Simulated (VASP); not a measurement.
Runs of VASP 6.6.1 on KCl. The structure is that of space group Fm-3m (No. 225), or close to it. The cells are those of the table. 

```csv
level,cell,k mesh,smearing,gap on the mesh (eV),pressure (GPa)
PBE,"a = 4.581 Å, angles 60.0°, 2 atoms",4 × 4 × 4,gaussian 0.01 eV,4.90,-0.7
PBE,"a = 4.448, b = 4.448, c = 4.536 Å, angles 59.3, 59.3, 58.7°, 2 atoms",4 × 4 × 4,gaussian 0.01 eV,5.15,0.8
PBE,"a = 4.470 Å, angles 60.0°, 2 atoms",8 × 8 × 8,fermi-dirac 0.02 eV,5.14,(b)
r2SCAN,"a = 4.447, b = 4.515, c = 4.515 Å, angles 59.0, 60.5, 60.5°, 2 atoms",8 × 8 × 8,gaussian 0.01 eV,5.72,(a)
r2SCAN,"a = 4.470 Å, angles 60.0°, 2 atoms",8 × 8 × 8,gaussian 0.01 eV,5.78,-0.3
```

Alike in all rows: task single point; potentials or basis VASP PAW PBE potentials, release 64 (K_sv, Cl); no spin polarisation; cutoff (eV) 520.

**Question.** Fill in the values left out.

**Answer.** (a) -0.5; (b) 0.5.

Caveats: some runs use coarse meshes; the PAW data sets were made with another functional, which shifts forces and pressure a little (some runs).

A k mesh can miss the band edges.
